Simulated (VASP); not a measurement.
Wanted: the native input for a VASP 6.6.1 run.

| Quantity | Value |
| --- | --- |
| Task | single point |
| Functional | PBE |
| Potentials or basis | VASP PAW PBE potentials, release 64 (Rh_pv) |
| Cutoff | 500 eV |
| k mesh | 2 × 2 × 2 |
| Occupations | fermi-dirac, width 0.1 eV |
| Spin | no spin polarisation |
| Dipole correction | no |
| Further INCAR settings | ALGO = Normal; EDIFF = 1e-06; NBANDS = 38 |

The structure of Rh lies in POSCAR:

```
Rh
1.0
    3.8308920400      0.0000000000      0.0000000000
    0.0000000000      3.8308920400      0.0000000000
    0.0000000000      0.0000000000      3.8308920400
Rh
4
Direct
    0.5000000000      0.5000000000      0.0000000000
    0.0000000000      0.0000000000      0.0000000000
    0.5000000000      0.0000000000      0.5000000000
    0.0000000000      0.5000000000      0.5000000000
```

One way to write it, as run:

INCAR

```
PREC = Accurate ; ENCUT = 500
EDIFF = 1E-6 ; ISMEAR = -1
SIGMA = 0.1 ; LREAL = False
LASPH = True ; NELM = 120
ALGO = Normal ; ISIF = 2
LWAVE = False ; LCHARG = False
GGA = PE ; NBANDS = 38
GGA_COMPAT = False
```

KPOINTS

```
Automatic mesh
0
Gamma
  2 2 2
```

Potentials or basis: VASP PAW PBE potentials, release 64 (Rh_pv).

Run with:

```sh
$ cat potpaw_PBE.64/Rh_pv/POTCAR > POTCAR
$ mpirun -np 1 vasp_std > vasp.out
```

It gave:

| Property | Result |
| --- | --- |
| Pressure | -4.0 GPa |
| Band gap on the k mesh | zero (band 30 reaches 12.58 eV, above the bottom of band 31 at 10.56 eV) |

Caveat: the k points lie up to 0.82 Å⁻¹ apart.

Run time: 7.2 s on 1 thread of AMD EPYC 7R13 Processor (Zen 3), on a shared host, peak memory 0.12 GiB.
